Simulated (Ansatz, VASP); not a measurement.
# Two plane-wave programs on AlN

File INCAR:

```
SYSTEM = AlN
PREC     = Accurate       ! precision mode
ENCUT    = 600            ! plane-wave cutoff, eV
EDIFF    = 1E-6           ! SCF threshold, eV
ISMEAR   = 0              ! smearing method
SIGMA    = 0.05           ! smearing width, eV
LREAL    = .False.        ! projectors in reciprocal space
LASPH    = .True.         ! aspherical terms in the spheres
NELM     = 120            ! most SCF steps
ALGO     = Normal         ! electronic algorithm
ISIF     = 2              ! what is computed and relaxed
LWAVE    = .False.        ! write WAVECAR
LCHARG   = .False.        ! write CHGCAR
GGA      = PS             ! functional
NBANDS   = 26             ! bands
GGA_COMPAT= .False.
```

Contents of KPOINTS:

```
regular mesh
0
Gamma
  8 8 8
  0 0 0
```

Contents of POSCAR:

```
AlN
1.0
   -3.1136926464      0.0000000000      0.0000000000
    0.0000000000      5.3930738627      0.0000000000
    1.5568463232     -2.6965369313     -4.9834165464
Al N
4 4
Direct
    0.9988976314      0.3373835341      0.9977952629
    0.4995942925      0.8277750565      0.9991885849
    0.2478582803      0.9141073352      0.4957165606
    0.7506336436      0.4177179220      0.5012672872
    0.8219448672      0.1540148482      0.6438897344
    0.2945632089      0.6291598946      0.5891264178
    0.0582540380      0.6762471640      0.1165080761
    0.5582540381      0.2735942454      0.1165080761
```

Input for Ansatz:

```yaml
crystal:
  lattice:
    - [-3.1136926464, 0.0, 0.0]
    - [0.0, 5.3930738627, 0.0]
    - [1.5568463232, -2.6965369313, -4.9834165464]
  atoms:
    - { symbol: Al, position: [0.9988976314, 0.3373835341, 0.9977952629] }
    - { symbol: Al, position: [0.4995942925, 0.8277750565, 0.9991885849] }
    - { symbol: Al, position: [0.2478582803, 0.9141073352, 0.4957165606] }
    - { symbol: Al, position: [0.7506336436, 0.417717922, 0.5012672872] }
    - { symbol: "N", position: [0.8219448672, 0.1540148482, 0.6438897344] }
    - { symbol: "N", position: [0.2945632089, 0.6291598946, 0.5891264178] }
    - { symbol: "N", position: [0.058254038, 0.676247164, 0.1165080761] }
    - { symbol: "N", position: [0.5582540381, 0.2735942454, 0.1165080761] }
basis:
  ecutwfc: 420
kpoints:
  mp_grid: { grid: [8, 8, 8] }
hamiltonian:
  xc: pbesol
scf:
  occupations: { method: gaussian, width: 0.05 }
output:
  forces: true
  stress: true
  eigenvalues: true
```

Change from the starting cell: mode 23 (716.9 1/cm) frozen in, largest displacement +0.263 Å.

Alike in both runs: task single point; functional PBEsol; k mesh 8 × 8 × 8; occupations gaussian, width 0.05 eV; no spin polarisation.

|  | VASP | Ansatz |
| --- | --- | --- |
| version | VASP 6.6.1 | Ansatz 0.2.0 |
| potentials or method | VASP PAW PBE potentials, release 64 (Al, N), cutoff 600 eV | scalar-relativistic, plane waves, PAW |
| valence electrons in the cell | 32 | 32 |

```csv
,VASP,Ansatz,Ansatz less VASP
gap on the k mesh at the Fermi level (eV),3.49,3.48,-0.010
least direct gap on the mesh (eV),3.49,3.48,-0.010
pressure (GPa),8.2,8.1,-0.07
"traceless stress, the component that is largest in VASP (GPa)",-5.55,-5.44,+0.101
rms of the force components (eV/Å),2.830,2.800,-0.0300
```

VASP's potentials were made for PBE, not for PBEsol. Atom by atom the forces differ by 0.032 eV/Å (rms over components).
